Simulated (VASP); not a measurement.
Here is a VASP 6.6.1 calculation.

Contents of INCAR:

```
SYSTEM = Ge
PREC = Accurate
ENCUT = 520
EDIFF = 1E-7
ISMEAR = -1
SIGMA = 0.05
LREAL = .FALSE.
LASPH = .TRUE.
NELM = 80
ALGO = Normal
ISIF = 2
LWAVE = .FALSE.
LCHARG = .FALSE.
GGA = CA
NBANDS = 21
```

The input KPOINTS:

```
regular mesh
0
G
  10 10 10
  0 0 0
```

The input POSCAR:

```
Ge
1.0
    0.0000000000      2.8287700000      2.8287700000
    2.8287700000      0.0000000000      2.8287700000
    2.8287700000      2.8287700000      0.0000000000
Ge
2
Direct
    0.5000000000      0.5000000000      0.5000000000
    0.7500000000      0.7500000000      0.7500000000
```

Potentials or basis: VASP PAW LDA potentials, release 64 (Ge_d).

Command:

```sh
$ cat potpaw_LDA.64/Ge_d/POTCAR > POTCAR
$ mpirun -np 1 vasp_std > vasp.out
```

Q: Estimate the band gap on the k mesh.

A: Zero (filled and empty bands touch).

Q: Predict the pressure.

A: -1.1 GPa.

**Measured values to compare with.**

“Electronic and optical properties of SixGe1-x-ySny alloys lattice-matched to Ge”, 2021, arxiv:2109.02782 reports, for a bulk crystal of Ge at 300 K: band gap 0.807 eV (direct).

Measured gap of Ge: 0.807 eV (direct; 300 K; “Electronic and optical properties of SixGe1-x-ySny alloys lattice-matched to Ge”, 2021, arxiv:2109.02782). This calculation gives 0.00 eV (-0.81 eV). 3 values of this kind are on record (0.666 to 0.807 eV); this one was drawn at random among those near their median. Spin-orbit coupling on Ge is left out. The value is that of LDA on a finite k mesh, which can miss the band edges, without temperature or zero-point motion. Semilocal functionals fall short of measured gaps as a rule.
